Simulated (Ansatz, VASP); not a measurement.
## Two plane-wave programs on AgBr

Contents of INCAR:

```
SYSTEM = AgBr
PREC = Accurate
ENCUT = 500
EDIFF = 1E-6
ISMEAR = 0
SIGMA = 0.01
LREAL = .FALSE.
LASPH = .TRUE.
NELM = 120
ALGO = Normal
ISIF = 2
LWAVE = .FALSE.
LCHARG = .FALSE.
NBANDS = 16
GGA_COMPAT = .FALSE.
```

The input KPOINTS:

```
Automatic mesh
0
G
  8 8 8
  0 0 0
```

The input POSCAR:

```
AgBr
1.0
    0.0000000000      2.8927333105      2.8927333105
    2.8927333105      0.0000000000      2.8927333105
    2.8927333105      2.8927333105      0.0000000000
Ag Br
1 1
Direct
    0.0000000000      0.0000000000      0.0000000000
    0.5000000000      0.5000000000      0.5000000000
```

Input for Ansatz:

```yaml
crystal:
  lattice:
    - [0.0, 2.8927333105, 2.8927333105]
    - [2.8927333105, 0.0, 2.8927333105]
    - [2.8927333105, 2.8927333105, 0.0]
  atoms:
    - { symbol: Ag, position: [0.0, 0.0, 0.0] }
    - { symbol: Br, position: [0.5, 0.5, 0.5] }
kpoints:
  mp_grid: { grid: [8, 8, 8] }
hamiltonian:
  xc: lda
scf:
  occupations: { method: fixed }
output:
  optics: { e_range: [0, 12], de: 0.05, sigma: 0.1 }
```

Alike in both runs: task single point; functional LDA; k mesh 8 × 8 × 8; no spin polarisation.

|  | VASP | Ansatz |
| --- | --- | --- |
| version | VASP 6.6.1 | Ansatz 0.2.0 |
| potentials or method | VASP PAW LDA potentials, release 64 (Ag, Br) | plane waves, PAW |
| plane-wave cutoff (eV) | 500 | 420 |
| occupations | gaussian, width 0.01 eV | fixed |
| valence electrons in the cell | 18 | 26 |

Ansatz gave:

```
gap on the k mesh at the Fermi level (eV) : 0.38
```

Problem. What did VASP give for the same quantities?

Solution. gap on the k mesh at the Fermi level (eV): 0.41.

LDA's correlation is that of Perdew and Zunger in VASP and of Perdew and Wang (1992) in Ansatz. VASP's potentials hold 18 valence electrons a cell and Ansatz's 26, so a difference there can come from the potentials and not from the codes.
